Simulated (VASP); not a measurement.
# N (Pm-3m) in VASP: single point with PBE+D3(BJ)

Aim: the single point of N with PBE+D3(BJ).

Program: VASP 6.6.1. These are calculated values, not measurements. Logs are shortened: lines on timing, memory, paths and dates and some standing lists are left out, and cuts for length are marked.

## Step 1: The cell of the first run

Symmetry: Pm-3m, No. 221, cubic system. Conventional cell: a = 2.445 Å, b = 2.445 Å, c = 2.445 Å, α = 90.00°, β = 90.00°, γ = 90.00°. Within 3.2 Å of N (site symmetry m-3m) lie 6 N at 2.44 Å.

## Step 2: Single point, PBE+D3(BJ)

The input, INCAR:

```
ALGO = Normal
EDIFF = 1E-6
ENCUT = 600
GGA = PE
GGA_COMPAT = False
ISIF = 2
ISMEAR = -1
IVDW = 12
LASPH = True
LCHARG = False
LREAL = False
LWAVE = False
NBANDS = 12
NELM = 120
PREC = Accurate
SIGMA = 0.1
```

The input, KPOINTS:

```
k-points
0
Gamma
  8 8 8
```

The input, POSCAR:

```
N
1.0
    0.0000000000      2.4445500000      2.4445500000
    2.4445500000      0.0000000000      2.4445500000
    2.4445500000      2.4445500000      0.0000000000
N
2
Direct
    0.7500000000      0.7500000000      0.7500000000
    0.2500000000      0.2500000000      0.2500000000
```

Potentials or basis: VASP PAW PBE potentials, release 64 (N).

Command:

```
> cat potpaw_PBE.64/N/POTCAR > POTCAR
> mpirun -np 1 vasp_std > vasp.out
```

OUTCAR:

```text
EDIFF = 1E-6
   ENCUT = 600
   GGA = PE
   ISIF = 2
   ISMEAR = -1
   IVDW = 12
   LASPH = True
   LREAL = False
   NELM = 120
   PREC = Accurate
 IVDW          = 12

 ion  position               nearest neighbor table
   1  0.750  0.750  0.750-
   2  0.250  0.250  0.250-

  LATTYP: Found a face centered cubic cell.
 ALAT       =     4.8891000000

  Lattice vectors:

 A1 = (   0.0000000000,   2.4445500000,   2.4445500000)
 A2 = (   2.4445500000,   0.0000000000,   2.4445500000)
 A3 = (   2.4445500000,   2.4445500000,   0.0000000000)

Analysis of symmetry for initial positions (statically):
=====================================================================
 Subroutine PRICEL returns following result:

  LATTYP: Found a simple cubic cell.
 ALAT       =     2.4445500000

  Lattice vectors:

 A1 = (  -2.4445500000,   0.0000000000,   0.0000000000)
 A2 = (   0.0000000000,   0.0000000000,   2.4445500000)
 A3 = (   0.0000000000,   2.4445500000,   0.0000000000)

   2 primitive cells build up your supercell.

 Routine SETGRP: Setting up the symmetry group for a
 face centered cubic supercell.

 Subroutine GETGRP returns: Found 48 space group operations
 (whereof 48 operations were pure point group operations)
 out of a pool of 48 trial point group operations.

The static configuration has the point symmetry O_h .

Analysis of symmetry for dynamics (positions and initial velocities):
=====================================================================
 Subroutine PRICEL returns following result:

  LATTYP: Found a simple cubic cell.
 ALAT       =     2.4445500000

  Lattice vectors:

 A1 = (  -2.4445500000,   0.0000000000,   0.0000000000)
 A2 = (   0.0000000000,   0.0000000000,   2.4445500000)
 A3 = (   0.0000000000,   2.4445500000,   0.0000000000)

   2 primitive cells build up your supercell.

 Routine SETGRP: Setting up the symmetry group for a
 face centered cubic supercell.

 Subroutine GETGRP returns: Found 48 space group operations
 (whereof 48 operations were pure point group operations)
 out of a pool of 48 trial point group operations.

The dynamic configuration has the point symmetry O_h .

 Subroutine INISYM returns: Found 48 space group operations
 (whereof 48 operations are pure point group operations),
 and found     2 'primitive' translations

----------------------------------------------------------------------------------------

                                     Primitive cell

  volume of cell :      14.6082

  direct lattice vectors                    reciprocal lattice vectors
    -2.444550000  0.000000000  0.000000000    -0.409073245  0.000000000  0.000000000
     0.000000000  0.000000000  2.444550000     0.000000000  0.000000000  0.409073245
     0.000000000  2.444550000  0.000000000     0.000000000  0.409073245  0.000000000

  length of vectors
     2.444550000  2.444550000  2.444550000     0.409073245  0.409073245  0.409073245

  position of ions in fractional coordinates (direct lattice)
     0.500000000  0.500000000  0.500000000

  ion indices of the primitive-cell ions
   primitive index   ion index
                 1           1

----------------------------------------------------------------------------------------

 KPOINTS: k-points

Automatic generation of k-mesh.
 Grid dimensions read from file:
 generate k-points for:    8    8    8

 Generating k-lattice:

  Cartesian coordinates                     Fractional coordinates (reciprocal lattice)
    -0.025567078  0.025567078  0.025567078     0.125000000  0.000000000  0.000000000
     0.025567078 -0.025567078  0.025567078     0.000000000  0.125000000  0.000000000
     0.025567078  0.025567078 -0.025567078     0.000000000  0.000000000  0.125000000

  Length of vectors
     0.044283478  0.044283478  0.044283478

  Shift w.r.t. Gamma in fractional coordinates (k-lattice)
     0.000000000  0.000000000  0.000000000

 Subroutine IBZKPT returns following result:
 ===========================================

 Found     29 irreducible k-points:

 Following reciprocal coordinates:
            Coordinates               Weight
  0.000000  0.000000  0.000000      1.000000
  0.125000  0.000000  0.000000      8.000000
  0.250000  0.000000  0.000000      8.000000
  0.375000  0.000000  0.000000      8.000000
  0.500000  0.000000  0.000000      4.000000
  0.125000  0.125000  0.000000      6.000000
[... 16 lines left out ...]
  0.500000  0.250000  0.125000     48.000000
 -0.375000  0.250000  0.125000     24.000000
 [... further k-points ...]
   k-points           NKPTS =     29   k-points in BZ     NKDIM =     29   number of bands    NBANDS=     12
   number of dos      NEDOS =    301   number of ions     NIONS =      2
   total plane-waves  NPLWV =  21952
   dimension x,y,z NGX =    28 NGY =   28 NGZ =   28
   dimension x,y,z NGXF=    56 NGYF=   56 NGZF=   56
   ions per type =               2
   NGX,Y,Z   is equivalent  to a cutoff of  13.46, 13.46, 13.46 a.u.
   NGXF,Y,Z  is equivalent  to a cutoff of  26.93, 26.93, 26.93 a.u.
 SYSTEM =  unknown system
   PREC   = accura    normal or accurate (medium, high low for compatibility)
   ISTART =      0    job   : 0-new  1-cont  2-samecut
   ICHARG =      2    charge: 1-file 2-atom 10-const
   ISPIN  =      1    spin polarized calculation?
   LNONCOLLINEAR =      F non collinear calculations
   LSORBIT =      F    spin-orbit coupling
   LASPH  =      T    aspherical Exc in radial PAW
   ENCUT  =  600.0 eV  44.10 Ry    6.64 a.u.   6.90  6.90  6.90*2*pi/ulx,y,z
   NELM   =    120;   NELMIN=  2; NELMDL= -5     # of ELM steps
   EDIFF  = 0.1E-05   stopping-criterion for ELM
   LREAL  =      F    real-space projection
   EDIFFG = 0.1E-04   stopping-criterion for IOM
   NSW    =      0    number of steps for IOM
   IBRION =     -1    ionic relax: 0-MD 1-quasi-New 2-CG
   NFREE  =      0    steps in history (QN), initial steepest desc. (CG)
   ISIF   =      2    stress and relaxation
   ISYM   =      2    0-nonsym 1-usesym 2-fastsym
   POTIM  = 0.5000    time-step for ionic-motion
   TEBEG  =    0.0;   TEEND  =   0.0 temperature during run
   PSTRESS=    0.0 pullay stress
   NELECT =      10.0000    total number of electrons
   NUPDOWN=      -1.0000    fix difference up-down
   EMIN   =  10.00;   EMAX   =-10.00  energy-range for DOS
   EFERMI =   0.00;   METHOD = LEGACY
   ISMEAR =    -1;   SIGMA  =   0.10  broadening in eV -4-tet -1-fermi 0-gaus
   EFERMI_NEDOS =   21; number of points for ismear=-14 and -15
   IALGO  =     38    algorithm
   IMIX   =      4    mixing-type and parameters
     AMIX     =   0.40;   BMIX     =  1.00
     AMIX_MAG =   1.60;   BMIX_MAG =  1.00
  volume/ion in A,a.u.               =      14.61        98.58
  Fermi-wavevector in a.u.,A,eV,Ry     =   1.145159  2.164037 17.842542  1.311390
  Thomas-Fermi vector in A             =   2.281849
   LORBIT       =      0    0 simple, 1 ext, 2 COOP (PROOUT), +10 PAW based schemes
   GGA     = PE    functional components
   LHFCALC =     F    Hartree Fock is set to
   AEXX    =    0.0000 exact exchange contribution
   IVDW    =    12    specifies the selected vdW correction
   LEPSILON=     F    determine dielectric tensor
   LRPA    =     F    only Hartree local field effects (RPA)
 non-spin polarized calculation
  energy-cutoff  :      600.00
  volume of cell :       29.22
 maximum number of plane-waves:       992
   NGX = 13   NGY = 13   NGZ = 13

 number of electron      10.0000001 magnetization

 Free energy of the ion-electron system (eV)
  ---------------------------------------------------
  ext. energy  EPLUGINS =         0.00000000
  ---------------------------------------------------
  free energy    TOTEN  =        -6.84984284 eV

  energy without entropy =       -6.78547875  energy(sigma->0) =       -6.81766079

 E-fermi :  -1.3886     XC(G=0):  -9.1353

 val. band max:       -1.4088271918   @ k =  -0.3750   0.2500   0.1250
 cond. band min:      -1.3878988357   @ k =   0.5000   0.0000   0.0000
 fundamental gap:      0.0209283561
 Fermi energy:        -1.3886236624

 k-point     1 :       0.0000    0.0000    0.0000
  band No.  band energies     occupation
      1     -15.7733      2.00000
      2     -10.9168      2.00000
      3      -2.4070      1.99992
      4      -2.4070      1.99992
      5      -2.4070      1.99992
      6       0.4282      0.00000
      7       0.4282      0.00000
      8       0.4282      0.00000
      9      10.3482      0.00000
     10      15.0297      0.00000
     11      15.0297      0.00000
     12      15.0297      0.00000

 k-point     2 :       0.1250    0.0000    0.0000
  band No.  band energies     occupation
      1     -15.6121      2.00000
      2     -11.1274      2.00000
      3      -2.3707      1.99989
      4      -2.3508      1.99987
      5      -2.3508      1.99987
      6       0.1748      0.00000
      7       0.2485      0.00000
      8       0.2485      0.00000
      9      10.7427      0.00000
     10      14.1040      0.00000
     11      15.4071      0.00000
     12      15.4071      0.00000

 k-point     3 :       0.2500    0.0000    0.0000
  band No.  band energies     occupation
      1     -15.1438      2.00000
      2     -11.7151      2.00000
      3      -2.2557      1.99966
      4      -2.1723      1.99921
      5      -2.1723      1.99921
      6      -0.4254      0.00013
      7      -0.2179      0.00002
      8      -0.2179      0.00002
      9      11.6633      0.00000
     10      13.2061      0.00000
     11      16.4856      0.00000
     12      16.4856      0.00000
[... 286 lines left out ...]
 k-point    23 :       0.5000    0.2500    0.1250
  band No.  band energies     occupation
      1     -14.1425      2.00000
      2     -12.6208      2.00000
      3      -3.5602      2.00000
      4      -3.0886      2.00000
      5      -1.9655      1.99377
      6      -0.7677      0.00401
      7      -0.0300      0.00000
      8       0.7687      0.00000
      9      12.3435      0.00000
     10      12.8544      0.00000
     11      18.5985      0.00000
     12      19.0580      0.00000

 k-point    24 :      -0.3750    0.2500    0.1250
  band No.  band energies     occupation
      1     -13.3797      2.00000
      2     -13.3797      2.00000
      3      -3.5148      2.00000
      4      -3.5148      2.00000
      5      -1.4088      1.10068
      6      -1.4088      1.10068
      7       0.4612      0.00000
      8       0.4612      0.00000
      9      12.7954      0.00000
     10      12.7954      0.00000
     11      18.9119      0.00000
     12      18.9119      0.00000

 [... further k-points ...]

------------------------ aborting loop because EDIFF is reached ----------------------------------------

 Edisp (eV)   -0.21586

 E8    (eV) :    -0.0547

  FORCE on cell =-STRESS in cart. coord.  units (eV):
  Direction    XX          YY          ZZ          XY          YZ          ZX
  --------------------------------------------------------------------------------------
  -------------------------------------------------------------------------------------
  Total      -6.23080    -6.23080    -6.23080    -0.00000    -0.00000    -0.00000
  in kB    -341.68637  -341.68637  -341.68637    -0.00000    -0.00000    -0.00000
  external pressure =     -341.69 kB  Pullay stress =        0.00 kB

 VOLUME and BASIS-vectors are now :
 -----------------------------------------------------------------------------
  energy-cutoff  :      600.00
  volume of cell :       29.22
      direct lattice vectors                 reciprocal lattice vectors
     0.000000000  2.444550000  2.444550000    -0.204536622  0.204536622  0.204536622
     2.444550000  0.000000000  2.444550000     0.204536622 -0.204536622  0.204536622
     2.444550000  2.444550000  0.000000000     0.204536622  0.204536622 -0.204536622

 POSITION                                       TOTAL-FORCE (eV/Angst)
 -----------------------------------------------------------------------------------
      3.66683      3.66683      3.66683        -0.000000      0.000000      0.000000
      1.22228      1.22228      1.22228         0.000000     -0.000000     -0.000000
 -----------------------------------------------------------------------------------
    total drift:                                0.000000      0.000000     -0.000000

  FREE ENERGIE OF THE ION-ELECTRON SYSTEM (eV)
  ---------------------------------------------------
  free  energy   TOTEN  =        -7.0657069236 eV

  energy  without entropy=       -7.0013428353  energy(sigma->0) =       -7.03352488
```

It took 6.6 s on 1 thread of Intel Xeon Platinum 8559C (Emerald Rapids), shared host; peak memory 0.16 GiB.

What came out:

```yaml
Free_energy: -7.0657 eV
Pressure: -34.2 GPa
Band_gap_on_the_k_mesh: zero (band 5 reaches -1.34 eV, above the bottom of band 6 at -1.41 eV)
Dispersion_energy_per_atom: -0.108 eV
```

Caveat: pairwise dispersion overbinds metals, which lowers pressure and volume.
